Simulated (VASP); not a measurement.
C:

```
CELL_PARAMETERS angstrom
1.22805 -2.12706 0.00000
1.22805 2.12706 0.00000
0.00000 0.00000 7.17327
ATOMIC_POSITIONS crystal
C 0.08338 0.91662 0.75314
C 0.58338 0.41662 0.24686
C 0.91662 0.08338 0.24686
C 0.41662 0.58338 0.75314
```

* Program: VASP 6.6.1
* Task: relaxation of cell and atoms
* Functional: PBE
* Potentials or basis: VASP PAW PBE potentials, release 64 (C_h)
* Cutoff: 1300 eV
* k mesh: 6 × 6 × 2
* Occupations: gaussian, width 0.1 eV
* Spin: no spin polarisation

At the start: pressure 3.7 GPa; volume 9.37 Å³/atom.

Q: Where does the relaxation end?

A: Over 17 steps the energy falls by 3.3 meV/atom and the volume is 10.24 Å³/atom (+9.3 %); space group Fmmm (No. 69, to 0.1 Å) before, Cmme (No. 67, to 0.1 Å).

The path:
| step | energy change (eV) | largest force (eV/Å) | pressure (GPa) | volume (Å³) |
| --- | --- | --- | --- | --- |
| 1 | 0.0000 | 0.0259 | 3.73 | 37.48 |
| 2 | 0.0212 | 0.0633 | -7.04 | 38.67 |
| 3 | -0.0054 | 0.0040 | 0.23 | 37.84 |
| 4 | -0.0054 | 0.0034 | 0.30 | 37.84 |
| 5 | -0.0059 | 0.0014 | 0.30 | 37.93 |
| 6 | -0.0073 | 0.0078 | 0.26 | 38.20 |
| 7 | -0.0094 | 0.0250 | 0.21 | 38.74 |
| 8 | -0.0105 | 0.1043 | 0.18 | 39.82 |
| 9 | -0.0108 | 0.0917 | 0.16 | 39.87 |
| 10 | -0.0113 | 0.0566 | 0.11 | 40.01 |
| 11 | -0.0122 | 0.0012 | 0.02 | 40.29 |
| 12 | -0.0128 | 0.0755 | -0.14 | 40.84 |
| 13 | -0.0132 | 0.0294 | -0.05 | 40.89 |
| 14 | -0.0133 | 0.0176 | 0.04 | 40.94 |
| 15 | -0.0133 | 0.0157 | 0.04 | 40.94 |
| 16 | -0.0133 | 0.0132 | 0.03 | 40.95 |
| 17 | -0.0133 | 0.0067 | 0.01 | 40.98 |

Final structure:
```
C
1.0
     1.23403   -2.13578    0.00000
     1.23403    2.13578    0.00000
     0.00000    0.00000    7.77398
C
4
Direct
  0.08340 0.91660 0.75338
  0.58340 0.41660 0.24662
  0.91660 0.08340 0.24662
  0.41660 0.58340 0.75338
```

Caveat: the k points lie up to 0.49 Å⁻¹ apart in the final cell; this functional lacks dispersion, which binds layers or chains, so the pressure and a relaxed spacing across them are unreliable.
